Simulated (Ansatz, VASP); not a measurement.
# Sn in VASP and in Ansatz

```
Sn
1.0
    -2.92940    2.92940    1.60722
     2.92940   -2.92940    1.60722
     2.92940    2.92940   -1.60722
Sn
2
Direct
  0.75000 0.25000 0.50000
  0.00000 0.00000 0.00000
```

Alike in both runs: task single point; functional r2SCAN; k mesh 14 × 14 × 14; occupations gaussian, width 0.1 eV; no spin polarisation.

|  | VASP | Ansatz |
| --- | --- | --- |
| version | VASP 6.6.1 | Ansatz 0.2.0 |
| potentials or method | VASP PAW PBE potentials, release 64 (Sn_d), cutoff 520 eV | scalar-relativistic, plane waves, PAW |
| valence electrons in the cell | 28 | 28 |

|  | VASP | Ansatz | Ansatz less VASP |
| --- | --- | --- | --- |
| gap on the k mesh at the Fermi level (eV) | none | none | - |
| pressure (GPa) | 0.0 | 0.0 | +0.02 |

VASP's potentials were made for PBE, not for r2SCAN. A gap of «none» marks a metal or a gap that the smearing closes.
